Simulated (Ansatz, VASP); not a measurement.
## MgI2 in VASP and in Ansatz

File INCAR:

```
  ALGO = Normal
  EDIFF = 1E-6
  ENCUT = 600
  GGA = PS
  GGA_COMPAT = F
  ISIF = 2
  ISMEAR = 1
  LASPH = T
  LCHARG = T
  LELF = T
  LREAL = F
  LVHAR = T
  LWAVE = F
  NBANDS = 15
  NELM = 120
  PREC = Accurate
  SIGMA = 0.001
```

Contents of KPOINTS:

```
k-points
0
Gamma
  6 6 6
```

File POSCAR:

```
MgI2
1.0
    2.0786779714      1.2001252863      6.8923459914
   -2.0786779714      1.2001252863      6.8923459914
    0.0000000000     -2.4002505727      6.8923459914
Mg I
1 2
Direct
    0.0000000000      0.0000000000      0.0000000000
    0.2526882644      0.2526882644      0.2526882644
    0.7473117356      0.7473117356      0.7473117356
```

Input for Ansatz:

```yaml
crystal:
  lattice:
    - [2.0786779714, 1.2001252863, 6.8923459914]
    - [-2.0786779714, 1.2001252863, 6.8923459914]
    - [0.0, -2.4002505727, 6.8923459914]
  atoms:
    - { symbol: Mg, position: [0.0, 0.0, 0.0] }
    - { symbol: I, position: [0.2526882644, 0.2526882644, 0.2526882644] }
    - { symbol: I, position: [0.7473117356, 0.7473117356, 0.7473117356] }
kpoints:
  mp_grid: { grid: [6, 6, 6] }
hamiltonian:
  xc: pbesol
scf:
  occupations: { method: methfessel_paxton, width: 0.001 }
  n_extra_bands: 4
output:
  forces: true
  stress: true
  eigenvalues: true
```

Alike in both runs: task single point; functional PBEsol; k mesh 6 × 6 × 6; occupations methfessel-paxton of order 1, width 0.001 eV; no spin polarisation.

```csv
,VASP,Ansatz
version,VASP 6.6.1,Ansatz 0.2.0
potentials or method,"VASP PAW PBE potentials, release 64 (Mg, I)",plane waves
plane-wave cutoff (eV),600,420
valence electrons in the cell,16,44
```

```tsv
	VASP	Ansatz	Ansatz less VASP
gap on the k mesh at the Fermi level (eV)	3.19	3.21	+0.014
pressure (GPa)	-0.3	-0.3	+0.03
traceless stress, the component that is largest in VASP (GPa)	0.22	0.22	-0.004
rms of the force components (eV/Å)	0.032	0.030	-0.0022
```

VASP's potentials were made for PBE, not for PBEsol. Atom by atom the forces differ by 0.002 eV/Å (rms over components). With one functional, cell and mesh, what is left measures potentials, basis and numerics. VASP's potentials hold 16 valence electrons a cell and Ansatz's 44, so a difference there can come from the potentials and not from the codes.

Neither program's run includes spin-orbit coupling.
